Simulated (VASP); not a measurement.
Here is a VASP 6.6.1 calculation.

INCAR

```
SYSTEM = Ga
  PREC = Accurate
  ENCUT = 520
  EDIFF = 1E-6
  ISMEAR = -1
  SIGMA = 0.1
  LREAL = .False.
  LASPH = .True.
  NELM = 100
  ALGO = Normal
  ISIF = 2
  LWAVE = .False.
  LCHARG = .False.
  GGA = PE
  NBANDS = 34
```

Contents of KPOINTS:

```
Automatic mesh
0
Gamma
  12 12 4
  0 0 0
```

POSCAR

```
Ga
1.0
    2.9940568641      0.0000000000      0.0000000000
   -1.4970284321      2.5929293047      0.0000000000
    0.0000000000      0.0000000000      9.7757529429
Ga
4
Direct
    1.0000000000      0.0000000000      1.0000000000
    1.0000000000      0.0000000000      0.5000000000
    0.3333333333      0.6666666667      0.2500000000
    0.6666666667      0.3333333333      0.7500000000
```

Potentials or basis: VASP PAW PBE potentials, release 64 (Ga_d).

Command:

```sh
$ cat potpaw_PBE.64/Ga_d/POTCAR > POTCAR
$ mpirun -np 1 vasp_std > vasp.out
```

Task: Predict the band gap on the k mesh.

Result: Zero (bands 26 and 27 overlap by 5.47 eV).

Task: Estimate the pressure.

Result: 0.0 GPa.
